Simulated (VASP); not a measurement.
# MoS2 (P-6m2) in VASP: further runs

MoS2 is run at these levels: PBE+D3(BJ); tasks: single point.

All numbers are computed with VASP 6.6.1; they aren't measurements. Logs are shortened: lines on timing, memory, paths and dates and some standing lists are left out, and cuts for length are marked.

## (1) The cell of the first run

It takes space group P-6m2 (No. 187, hexagonal). The conventional cell has a = 3.052 Å, b = 3.052 Å, c = 6.793 Å, α = 90.00°, β = 90.00°, γ = 120.00°. Within 3.1 Å of Mo (site symmetry -6m2) lie 6 S at 2.38 Å and 6 Mo at 3.05 Å. Within 3.3 Å of S (site symmetry 3m) lie 3 Mo at 2.38 Å and 7 S at 3.05 to 3.20 Å.

## (2) Single point, PBE+D3(BJ) (18.26 Å³/atom)

Input file INCAR:

```
ALGO = Normal
EDIFF = 1E-6
ENCUT = 500
GGA = PE
GGA_COMPAT = False
ISIF = 2
ISMEAR = 0
IVDW = 12
LASPH = True
LCHARG = False
LREAL = False
LWAVE = False
NBANDS = 20
NELM = 120
PREC = Accurate
SIGMA = 0.05
```

Input file KPOINTS:

```
k-points
0
Gamma
  12 12 6
```

Input file POSCAR:

```
MoS2
1.0
    3.0519767764      0.0000000000      0.0000000000
   -1.5259883882      2.6430894201      0.0000000000
    0.0000000000      0.0000000000      6.7927847112
Mo S
1 2
Direct
    0.0000000000      0.0000000000      0.0000000000
    0.3333333333      0.6666666667      0.2357940733
    0.3333333333      0.6666666667      0.7642059267
```

Potentials or basis: VASP PAW PBE potentials, release 64 (Mo_sv, S).

The run is started by

```console
$ cat potpaw_PBE.64/Mo_sv/POTCAR potpaw_PBE.64/S/POTCAR > POTCAR
$ mpirun -np 1 vasp_std > vasp.out
```

OUTCAR:

```text
EDIFF = 1E-6
   ENCUT = 500
   GGA = PE
   ISIF = 2
   ISMEAR = 0
   IVDW = 12
   LASPH = True
   LREAL = False
   NELM = 120
   PREC = Accurate
 IVDW          = 12

 ion  position               nearest neighbor table
   1  0.000  0.000  0.000-   2 2.38   3 2.38   2 2.38   3 2.38   2 2.38   3 2.38
   2  0.333  0.667  0.236-   1 2.38   1 2.38   1 2.38
   3  0.333  0.667  0.764-   1 2.38   1 2.38   1 2.38

  LATTYP: Found a hexagonal cell.
 ALAT       =     3.0519767764
 C/A-ratio  =     2.2257000000

  Lattice vectors:

 A1 = (   3.0519767764,   0.0000000000,   0.0000000000)
 A2 = (  -1.5259883882,   2.6430894201,   0.0000000000)
 A3 = (   0.0000000000,   0.0000000000,   6.7927847112)

Analysis of symmetry for initial positions (statically):
=====================================================================
 Subroutine PRICEL returns:
 Original cell was already a primitive cell.

 Routine SETGRP: Setting up the symmetry group for a
 hexagonal supercell.

 Subroutine GETGRP returns: Found 12 space group operations
 (whereof 12 operations were pure point group operations)
 out of a pool of 24 trial point group operations.

The static configuration has the point symmetry D_3h.

Analysis of symmetry for dynamics (positions and initial velocities):
=====================================================================
 Subroutine PRICEL returns:
 Original cell was already a primitive cell.

 Routine SETGRP: Setting up the symmetry group for a
 hexagonal supercell.

 Subroutine GETGRP returns: Found 12 space group operations
 (whereof 12 operations were pure point group operations)
 out of a pool of 24 trial point group operations.

The dynamic configuration has the point symmetry D_3h.

 Subroutine INISYM returns: Found 12 space group operations
 (whereof 12 operations are pure point group operations),
 and found     1 'primitive' translations

----------------------------------------------------------------------------------------

                                     Primitive cell

  volume of cell :      54.7950

  direct lattice vectors                    reciprocal lattice vectors
     3.051976776  0.000000000  0.000000000     0.327656491  0.189172563  0.000000000
    -1.525988388  2.643089420  0.000000000     0.000000000  0.378345126  0.000000000
     0.000000000  0.000000000  6.792784711     0.000000000  0.000000000  0.147215029

  length of vectors
     3.051976776  3.051976776  6.792784711     0.378345126  0.378345126  0.147215029

  position of ions in fractional coordinates (direct lattice)
     0.000000000  0.000000000  0.000000000
     0.333333333  0.666666667  0.235794073
     0.333333333  0.666666667  0.764205927

  ion indices of the primitive-cell ions
   primitive index   ion index
                 1           1
                 2           2
                 3           3

----------------------------------------------------------------------------------------

 KPOINTS: k-points

Automatic generation of k-mesh.
 Grid dimensions read from file:
 generate k-points for:   12   12    6

 Generating k-lattice:

  Cartesian coordinates                     Fractional coordinates (reciprocal lattice)
     0.027304708  0.015764380  0.000000000     0.083333333  0.000000000  0.000000000
     0.000000000  0.031528761  0.000000000     0.000000000  0.083333333  0.000000000
     0.000000000  0.000000000  0.024535838     0.000000000  0.000000000  0.166666667

  Length of vectors
     0.031528761  0.031528761  0.024535838

  Shift w.r.t. Gamma in fractional coordinates (k-lattice)
     0.000000000  0.000000000  0.000000000

 Subroutine IBZKPT returns following result:
 ===========================================

 Found     76 irreducible k-points:

 Following reciprocal coordinates:
            Coordinates               Weight
  0.000000  0.000000  0.000000      1.000000
  0.083333  0.000000  0.000000      6.000000
  0.166667 -0.000000  0.000000      6.000000
  0.250000  0.000000  0.000000      6.000000
  0.333333  0.000000  0.000000      6.000000
  0.416667 -0.000000  0.000000      6.000000
[... 16 lines left out ...]
  0.250000  0.000000  0.166667     12.000000
  0.333333  0.000000  0.166667     12.000000
 [... further k-points ...]
   k-points           NKPTS =     76   k-points in BZ     NKDIM =     76   number of bands    NBANDS=     20
   number of dos      NEDOS =    301   number of ions     NIONS =      3
   total plane-waves  NPLWV =  28800
   dimension x,y,z NGX =    24 NGY =   24 NGZ =   50
   dimension x,y,z NGXF=    48 NGYF=   48 NGZF=  100
   ions per type =               1   2
   NGX,Y,Z   is equivalent  to a cutoff of  13.07, 13.07, 12.24 a.u.
   NGXF,Y,Z  is equivalent  to a cutoff of  26.15, 26.15, 24.47 a.u.
 SYSTEM =  unknown system
   PREC   = accura    normal or accurate (medium, high low for compatibility)
   ISTART =      0    job   : 0-new  1-cont  2-samecut
   ICHARG =      2    charge: 1-file 2-atom 10-const
   ISPIN  =      1    spin polarized calculation?
   LNONCOLLINEAR =      F non collinear calculations
   LSORBIT =      F    spin-orbit coupling
   LASPH  =      T    aspherical Exc in radial PAW
   ENCUT  =  500.0 eV  36.75 Ry    6.06 a.u.   5.56  5.56 12.38*2*pi/ulx,y,z
   NELM   =    120;   NELMIN=  2; NELMDL= -5     # of ELM steps
   EDIFF  = 0.1E-05   stopping-criterion for ELM
   LREAL  =      F    real-space projection
   EDIFFG = 0.1E-04   stopping-criterion for IOM
   NSW    =      0    number of steps for IOM
   IBRION =     -1    ionic relax: 0-MD 1-quasi-New 2-CG
   NFREE  =      0    steps in history (QN), initial steepest desc. (CG)
   ISIF   =      2    stress and relaxation
   ISYM   =      2    0-nonsym 1-usesym 2-fastsym
   POTIM  = 0.5000    time-step for ionic-motion
   TEBEG  =    0.0;   TEEND  =   0.0 temperature during run
   PSTRESS=    0.0 pullay stress
   NELECT =      26.0000    total number of electrons
   NUPDOWN=      -1.0000    fix difference up-down
   EMIN   =  10.00;   EMAX   =-10.00  energy-range for DOS
   EFERMI =   0.00;   METHOD = LEGACY
   ISMEAR =     0;   SIGMA  =   0.05  broadening in eV -4-tet -1-fermi 0-gaus
   EFERMI_NEDOS =   21; number of points for ismear=-14 and -15
   IALGO  =     38    algorithm
   IMIX   =      4    mixing-type and parameters
     AMIX     =   0.40;   BMIX     =  1.00
     AMIX_MAG =   1.60;   BMIX_MAG =  1.00
  volume/ion in A,a.u.               =      18.26       123.26
  Fermi-wavevector in a.u.,A,eV,Ry     =   1.276887  2.412966 22.183472  1.630439
  Thomas-Fermi vector in A             =   2.409517
   LORBIT       =      0    0 simple, 1 ext, 2 COOP (PROOUT), +10 PAW based schemes
   GGA     = PE    functional components
   LHFCALC =     F    Hartree Fock is set to
   AEXX    =    0.0000 exact exchange contribution
   IVDW    =    12    specifies the selected vdW correction
   LEPSILON=     F    determine dielectric tensor
   LRPA    =     F    only Hartree local field effects (RPA)
 non-spin polarized calculation
 Gauss-broadening in eV      SIGMA  =   0.05
  energy-cutoff  :      500.00
  volume of cell :       54.79
 maximum number of plane-waves:      1423
 NGX is ok and might be reduce to    24
   NGX = 11   NGY = 11   NGZ = 25

 number of electron      26.0000001 magnetization

 Free energy of the ion-electron system (eV)
  ---------------------------------------------------
  ext. energy  EPLUGINS =         0.00000000
  ---------------------------------------------------
  free energy    TOTEN  =       -21.64839526 eV

  energy without entropy =      -21.64839526  energy(sigma->0) =      -21.64839526

 E-fermi :   6.9028     XC(G=0): -10.4874

 val. band max:        6.6108374337   @ k =   0.3333   0.3333   0.5000
 cond. band min:       8.0209330196   @ k =   0.1667   0.1667   0.0000
 fundamental gap:      1.4100955859
 Fermi energy:         6.9027627530

 k-point     1 :       0.0000    0.0000    0.0000
  band No.  band energies     occupation
      1     -54.1956      2.00000
      2     -28.4300      2.00000
      3     -28.0461      2.00000
      4     -28.0461      2.00000
      5      -7.9906      2.00000
      6      -6.5999      2.00000
[... 12 lines left out ...]
     19      14.4607      0.00000
     20      16.3122      0.00000

 k-point     2 :       0.0833    0.0000    0.0000
  band No.  band energies     occupation
      1     -54.1914      2.00000
      2     -28.4223      2.00000
      3     -28.0848      2.00000
      4     -28.0548      2.00000
      5      -7.8697      2.00000
      6      -6.5460      2.00000
[... 12 lines left out ...]
     19      14.6658      0.00000
     20      16.8099      0.00000

 k-point     3 :       0.1667   -0.0000    0.0000
  band No.  band energies     occupation
      1     -54.1796      2.00000
      2     -28.4013      2.00000
      3     -28.1894      2.00000
      4     -28.0784      2.00000
      5      -7.5239      2.00000
      6      -6.3920      2.00000
[... 12 lines left out ...]
     19      15.5891      0.00000
     20      16.7357      0.00000

 k-point     4 :       0.2500    0.0000    0.0000
  band No.  band energies     occupation
      1     -54.1635      2.00000
      2     -28.3724      2.00000
      3     -28.3298      2.00000
      4     -28.1106      2.00000
      5      -7.0038      2.00000
      6      -6.1631      2.00000
[... 12 lines left out ...]
     19      15.7390      0.00000
     20      15.9623      0.00000

 k-point     5 :       0.3333    0.0000    0.0000
  band No.  band energies     occupation
      1     -54.1474      2.00000
      2     -28.4675      2.00000
      3     -28.3434      2.00000
      4     -28.1425      2.00000
      5      -6.4027      2.00000
      6      -5.9065      2.00000
[... 12 lines left out ...]
     19      14.5504      0.00000
     20      15.1270      0.00000
[... 353 lines left out ...]
      6      -6.5847      2.00000
[... 12 lines left out ...]
     19      14.7160      0.00000
     20      16.7541      0.00000

 k-point    22 :       0.1667   -0.0000    0.1667
  band No.  band energies     occupation
      1     -54.1796      2.00000
      2     -28.4013      2.00000
      3     -28.1894      2.00000
      4     -28.0784      2.00000
      5      -7.5014      2.00000
      6      -6.4275      2.00000
[... 12 lines left out ...]
     19      15.5593      0.00000
     20      16.7182      0.00000

 k-point    23 :       0.2500    0.0000    0.1667
  band No.  band energies     occupation
      1     -54.1635      2.00000
      2     -28.3724      2.00000
      3     -28.3298      2.00000
      4     -28.1106      2.00000
      5      -6.9821      2.00000
      6      -6.1935      2.00000
[... 12 lines left out ...]
     19      15.4992      0.00000
     20      16.1606      0.00000

 k-point    24 :       0.3333    0.0000    0.1667
  band No.  band energies     occupation
      1     -54.1474      2.00000
      2     -28.4675      2.00000
      3     -28.3434      2.00000
      4     -28.1425      2.00000
      5      -6.3833      2.00000
      6      -5.9304      2.00000
[... 12 lines left out ...]
     19      14.5007      0.00000
     20      15.2619      0.00000

 [... further k-points ...]

------------------------ aborting loop because EDIFF is reached ----------------------------------------

 Edisp (eV)   -1.24723

 E8    (eV) :    -0.5043

  FORCE on cell =-STRESS in cart. coord.  units (eV):
  Direction    XX          YY          ZZ          XY          YZ          ZX
  --------------------------------------------------------------------------------------
  -------------------------------------------------------------------------------------
  Total       2.97378     2.97378    -0.20294     0.00000     0.00000     0.00000
  in kB      86.95183    86.95183    -5.93374     0.00000     0.00000     0.00000
  external pressure =       55.99 kB  Pullay stress =        0.00 kB

 VOLUME and BASIS-vectors are now :
 -----------------------------------------------------------------------------
  energy-cutoff  :      500.00
  volume of cell :       54.79
      direct lattice vectors                 reciprocal lattice vectors
     3.051976776  0.000000000  0.000000000     0.327656491  0.189172563  0.000000000
    -1.525988388  2.643089420  0.000000000     0.000000000  0.378345126  0.000000000
     0.000000000  0.000000000  6.792784711     0.000000000  0.000000000  0.147215029

 POSITION                                       TOTAL-FORCE (eV/Angst)
 -----------------------------------------------------------------------------------
      0.00000      0.00000      0.00000        -0.000000      0.000000      0.000000
     -0.00000      1.76206      1.60170         0.000000     -0.000000      0.010650
     -0.00000      1.76206      5.19109         0.000000      0.000000     -0.010650
 -----------------------------------------------------------------------------------
    total drift:                                0.000000     -0.000000     -0.000000

  FREE ENERGIE OF THE ION-ELECTRON SYSTEM (eV)
  ---------------------------------------------------
  free  energy   TOTEN  =       -22.8956217958 eV

  energy  without entropy=      -22.8956217958  energy(sigma->0) =      -22.89562180
```

It took 43 s on 1 thread of Intel Xeon Platinum 8488C (Sapphire Rapids), shared host; peak memory 0.23 GiB.

Results:

```yaml
Free_energy: -22.8956 eV
Pressure: 5.6 GPa
Largest_force: 0.011 eV/Å
Band_gap_on_the_k_mesh: 1.41 eV (least direct gap 2.17 eV)
Dispersion_energy_per_atom: -0.416 eV
```

Forces on the atoms (eV/Å):
```
Mo   0.000  0.000  0.000
S    0.000  0.000  0.011
S    0.000  0.000 -0.011
```

Caveat: the cell stands under pressure. A k mesh can miss the band edges.

(Continued in part 2 of 2.)
